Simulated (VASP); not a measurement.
Set up this calculation in VASP 6.6.1, as the native input.

* Task: relaxation of cell and atoms
* Functional: PBE
* Potentials or basis: VASP PAW PBE potentials, release 64 (Hf_pv)
* Cutoff: 600 eV
* k mesh: 10 × 10 × 5
* Occupations: fermi-dirac, width 0.05 eV
* Spin: no spin polarisation
* Target pressure: 20 GPa
* Dipole correction: no
* Further INCAR settings: ALGO = Normal; EDIFF = 1e-07; IBRION = 2; EDIFFG = -0.005; NSW = 80; ISIF = 3

The structure of Hf lies in POSCAR:

```
Hf
1.0
    3.1967000000      0.0000000000      0.0000000000
   -1.5983500000      2.7684234083      0.0000000000
    0.0000000000      0.0000000000      5.0578000000
Hf
2
Direct
    0.6666666667      0.3333333333      0.7500000000
    0.3333333333      0.6666666667      0.2500000000
```

One way to write it, as run:

INCAR

```
SYSTEM = Hf
PREC = Accurate
ENCUT = 600
EDIFF = 1E-7
ISMEAR = -1
SIGMA = 0.05
LREAL = .False.
LASPH = .True.
NELM = 60
ALGO = Normal
ISIF = 3
LWAVE = .False.
LCHARG = .False.
GGA = PE
IBRION = 2
NSW = 80
EDIFFG = -0.005
PSTRESS = 200.0
```

KPOINTS

```
Automatic mesh
0
Gamma
  10 10 5
  0 0 0
```

Potentials or basis: VASP PAW PBE potentials, release 64 (Hf_pv).

The run is started by

```sh
$ cat potpaw_PBE.64/Hf_pv/POTCAR > POTCAR
$ mpirun -np 1 vasp_std > vasp.out
```

Results of the run:

```json
{
 "Relaxed volume": "19.40 Å³/atom",
 "Relaxed cell": "a = 3.045 Å, b = 3.045 Å, c = 4.833 Å, α = 90.00°, β = 90.00°, γ = 120.00°",
 "Space group after relaxing (to 0.05 Å)": "P6_3/mmc (No. 194)",
 "Energy change on relaxing (the enthalpy is what falls)": "+168.7 meV/atom",
 "Ionic steps": "9",
 "Pressure after relaxing": "20.0 GPa",
 "Band gap on the k mesh": "zero (band 10 reaches 7.16 eV, above the bottom of band 11 at 5.57 eV)"
}
```

Caveat: the cell is relaxed towards a set pressure, so the enthalpy falls and the energy may rise; spin-orbit coupling is left out, which moves the levels of the heavy elements.

It took 6.5 min on 1 thread of AMD EPYC 7R13, on a shared host, peak memory 0.17 GiB.
